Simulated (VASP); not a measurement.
# Ru (P6_3/mmc) in VASP: single point with PBEsol

Aim: the single point of Ru with PBEsol.

All numbers are computed with VASP 6.6.1; they aren't measurements. Logs are shortened: lines on timing, memory, paths and dates and some standing lists are left out, and cuts for length are marked.

**1. The cell of the first run**

It takes space group P6_3/mmc (No. 194, hexagonal). The conventional cell has a = 2.479 Å, b = 2.479 Å, c = 5.100 Å, α = 90.00°, β = 90.00°, γ = 120.00°. Ru (site symmetry -6m2) has 12 Ru at 2.48 to 2.92 Å within 3.3 Å.

**2. Single point, PBEsol**

File INCAR:

```
SYSTEM = Ru
PREC = Accurate
ENCUT = 520
EDIFF = 1E-6
ISMEAR = 0
SIGMA = 0.15
LREAL = .False.
LASPH = .True.
NELM = 80
ALGO = Fast
ISIF = 2
LWAVE = .False.
LCHARG = .True.
GGA = PS
LELF = .True.
LVHAR = .True.
NBANDS = 21
```

File KPOINTS:

```
regular mesh
0
Gamma
  24 24 12
  0 0 0
```

File POSCAR:

```
Ru
1.0
    2.4792165830      0.0000000000      0.0000000000
   -1.2396082915      2.1470645423      0.0000000000
    0.0000000000      0.0000000000      5.1003356228
Ru
2
Direct
    0.3333333333      0.6666666667      0.2500000000
    0.6666666667      0.3333333333      0.7500000000
```

Potentials or basis: VASP PAW PBE potentials, release 64 (Ru_pv).

On the command line:

```bash
$ cat potpaw_PBE.64/Ru_pv/POTCAR > POTCAR
$ mpirun -np 1 vasp_std > vasp.out
```

OUTCAR:

```text
SYSTEM = Ru
   PREC = Accurate
   ENCUT = 520
   EDIFF = 1E-6
   ISMEAR = 0
   LREAL = .False.
   LASPH = .True.
   NELM = 80
   ISIF = 2
   GGA = PS

 ion  position               nearest neighbor table
   1  0.333  0.667  0.250-   2 2.92   2 2.92   2 2.92   2 2.92   2 2.92   2 2.92
   2  0.667  0.333  0.750-   1 2.92   1 2.92   1 2.92   1 2.92   1 2.92   1 2.92

  LATTYP: Found a hexagonal cell.
 ALAT       =     2.4792165830
 C/A-ratio  =     2.0572368133

  Lattice vectors:

 A1 = (   2.4792165830,   0.0000000000,   0.0000000000)
 A2 = (  -1.2396082915,   2.1470645423,   0.0000000000)
 A3 = (   0.0000000000,   0.0000000000,   5.1003356228)

Analysis of symmetry for initial positions (statically):
=====================================================================
 Subroutine PRICEL returns:
 Original cell was already a primitive cell.

 Routine SETGRP: Setting up the symmetry group for a
 hexagonal supercell.

 Subroutine GETGRP returns: Found 24 space group operations
 (whereof 12 operations were pure point group operations)
 out of a pool of 24 trial point group operations.

The static configuration has the point symmetry D_3d.
 The point group associated with its full space group is D_6h.

Analysis of symmetry for dynamics (positions and initial velocities):
=====================================================================
 Subroutine PRICEL returns:
 Original cell was already a primitive cell.

 Routine SETGRP: Setting up the symmetry group for a
 hexagonal supercell.

 Subroutine GETGRP returns: Found 24 space group operations
 (whereof 12 operations were pure point group operations)
 out of a pool of 24 trial point group operations.

The dynamic configuration has the point symmetry D_3d.
 The point group associated with its full space group is D_6h.

 Subroutine INISYM returns: Found 24 space group operations
 (whereof 12 operations are pure point group operations),
 and found     1 'primitive' translations

----------------------------------------------------------------------------------------

                                     Primitive cell

  volume of cell :      27.1493

  direct lattice vectors                    reciprocal lattice vectors
     2.479216583  0.000000000  0.000000000     0.403353223  0.232876092  0.000000000
    -1.239608291  2.147064542  0.000000000     0.000000000  0.465752184  0.000000000
     0.000000000  0.000000000  5.100335623     0.000000000  0.000000000  0.196065529

  length of vectors
[... 80 lines left out ...]
   ENCUT  =  520.0 eV  38.22 Ry    6.18 a.u.   4.61  4.61  9.48*2*pi/ulx,y,z
   NELM   =     80;   NELMIN=  2; NELMDL= -5     # of ELM steps
   EDIFF  = 0.1E-05   stopping-criterion for ELM
   LREAL  =      F    real-space projection
   EDIFFG = 0.1E-04   stopping-criterion for IOM
   NSW    =      0    number of steps for IOM
   IBRION =     -1    ionic relax: 0-MD 1-quasi-New 2-CG
   NFREE  =      0    steps in history (QN), initial steepest desc. (CG)
   ISIF   =      2    stress and relaxation
   ISYM   =      2    0-nonsym 1-usesym 2-fastsym
   POTIM  = 0.5000    time-step for ionic-motion
   TEBEG  =    0.0;   TEEND  =   0.0 temperature during run
   PSTRESS=    0.0 pullay stress
   NELECT =      28.0000    total number of electrons
   NUPDOWN=      -1.0000    fix difference up-down
   EMIN   =  10.00;   EMAX   =-10.00  energy-range for DOS
   EFERMI =   0.00;   METHOD = LEGACY
   ISMEAR =     0;   SIGMA  =   0.15  broadening in eV -4-tet -1-fermi 0-gaus
   EFERMI_NEDOS =   21; number of points for ismear=-14 and -15
   IALGO  =     68    algorithm
   IMIX   =      4    mixing-type and parameters
     AMIX     =   0.40;   BMIX     =  1.00
     AMIX_MAG =   1.60;   BMIX_MAG =  1.00
  volume/ion in A,a.u.               =      13.57        91.61
  Fermi-wavevector in a.u.,A,eV,Ry     =   1.654022  3.125649 37.222686  2.735790
  Thomas-Fermi vector in A             =   2.742361
   LORBIT       =      0    0 simple, 1 ext, 2 COOP (PROOUT), +10 PAW based schemes
   GGA     = PS    functional components
   LHFCALC =     F    Hartree Fock is set to
   AEXX    =    0.0000 exact exchange contribution
   IVDW    =     0    specifies the selected vdW correction
   LEPSILON=     F    determine dielectric tensor
   LRPA    =     F    only Hartree local field effects (RPA)
 non-spin polarized calculation
 RMM-DIIS sequential band-by-band and
 Gauss-broadening in eV      SIGMA  =   0.15
  energy-cutoff  :      520.00
  volume of cell :       27.15
 maximum number of plane-waves:       757
   NGX =  9   NGY =  9   NGZ = 19

 number of electron      28.0000014 magnetization

 Free energy of the ion-electron system (eV)
  ---------------------------------------------------
  ext. energy  EPLUGINS =         0.00000000
  ---------------------------------------------------
  free energy    TOTEN  =       -18.70968444 eV

  energy without entropy =      -18.68154150  energy(sigma->0) =      -18.69561297

 E-fermi :  12.7809     XC(G=0): -14.2114

 val. band max:       12.7806608523   @ k =   0.3333  -0.0000   0.5000
 cond. band min:      12.7810802860   @ k =   0.3333   0.0833   0.4167
 fundamental gap:      0.0004194337
 Fermi energy:        12.7809043235

 k-point     1 :       0.0000    0.0000    0.0000
  band No.  band energies     occupation
      1     -30.5206      2.00000
      2     -29.9876      2.00000
      3     -29.4786      2.00000
      4     -29.4786      2.00000
      5     -29.4458      2.00000
      6     -29.4458      2.00000
[... 565 lines left out ...]
     20      24.6921      0.00000
     21      26.1277      0.00000

 [... further k-points ...]

------------------------ aborting loop because EDIFF is reached ----------------------------------------

  FORCE on cell =-STRESS in cart. coord.  units (eV):
  Direction    XX          YY          ZZ          XY          YZ          ZX
  --------------------------------------------------------------------------------------
  -------------------------------------------------------------------------------------
  Total        8.5012727      8.5012727     -7.3891669     -0.0000000     -0.0000000      0.0000000
  in kB      501.6908781    501.6908781   -436.0614905     -0.0000000     -0.0000000      0.0000000
  external PRESSURE =     189.1067552 kB  Pullay stress =       0.0000000 kB

 VOLUME and BASIS-vectors are now :
 -----------------------------------------------------------------------------
  energy-cutoff  :      520.00
  volume of cell :       27.15
      direct lattice vectors                 reciprocal lattice vectors
     2.479216583  0.000000000  0.000000000     0.403353223  0.232876092  0.000000000
    -1.239608291  2.147064542  0.000000000     0.000000000  0.465752184  0.000000000
     0.000000000  0.000000000  5.100335623     0.000000000  0.000000000  0.196065529

 POSITION                                       TOTAL-FORCE (eV/Angst)
 -----------------------------------------------------------------------------------
     -0.00000      1.43138      1.27508         0.000000     -0.000000      0.000000
      1.23961      0.71569      3.82525        -0.000000      0.000000      0.000000
 -----------------------------------------------------------------------------------
    total drift:                               -0.000000      0.000000     -0.000000

  FREE ENERGIE OF THE ION-ELECTRON SYSTEM (eV)
  ---------------------------------------------------
  free  energy   TOTEN  =       -18.7096844417 eV

  energy  without entropy=      -18.6815414971  energy(sigma->0) =      -18.69561297
```

It used 290 s of CPU time on 1 thread of AMD EPYC 7R13 Processor (Zen 3), with other jobs on the host.

Results:

```yaml
Free_energy: -18.7097 eV
Pressure: 18.9 GPa
Band_gap_on_the_k_mesh: zero (band 14 reaches 13.87 eV, above the bottom of band 15 at 11.83 eV)
```

Caveat: the PAW data sets were made with another functional, which shifts forces and pressure a little.
